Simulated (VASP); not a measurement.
CsBe3Ag, 5 atoms in the cell. It takes space group P4mm (No. 99, tetragonal). Conventional cell: a = 3.879 Å, b = 3.879 Å, c = 7.452 Å, α = 90.00°, β = 90.00°, γ = 90.00°. Within 4.8 Å of Cs (site symmetry 4mm) lie 12 Be at 3.66 to 4.61 Å and 4 Ag at 3.83 Å and 4 Cs at 3.88 Å. Within 2.8 Å of Be (site symmetry 2mm) lie 6 Be at 2.12 to 2.74 Å and 2 Ag at 2.46 Å. Within 2.8 Å of Be (site symmetry 4mm) lie 4 Be at 2.12 Å and 1 Ag at 2.36 Å. Ag (site symmetry 4mm) has 5 Be at 2.36 to 2.46 Å within 3.1 Å. The cell was generated, and may not be a known phase.

| Property | Result |
| --- | --- |
| Program | VASP 6.6.1 |
| Task | single point |
| Functional | PBE |
| Potentials or basis | VASP PAW PBE potentials, release 64 (Cs_sv, Be, Ag) |
| Cutoff | 520 eV |
| k mesh | 4 × 4 × 4 |
| Occupations | gaussian, width 0.1 eV |
| Spin | no spin polarisation |
| Dipole correction | no |
| Further INCAR settings | ALGO = Fast; EDIFF = 1e-06; NBANDS = 21 |

Potentials or basis: VASP PAW PBE potentials, release 64 (Cs_sv, Be, Ag).

Run with:

```console
$ cat potpaw_PBE.64/Cs_sv/POTCAR potpaw_PBE.64/Be/POTCAR potpaw_PBE.64/Ag/POTCAR > POTCAR
$ mpirun -np 1 vasp_std > vasp.out
```

Hardware: 1 thread of Oxide Virtual Turin-like Processor, with other jobs on the host.

**Question.** How long does it take, and how much memory?

**Answer.** It took 61 s on 1 thread of Oxide Virtual Turin-like Processor, on a shared host, peak memory 0.19 GiB. Counts: scf iterations 15, k points 18.
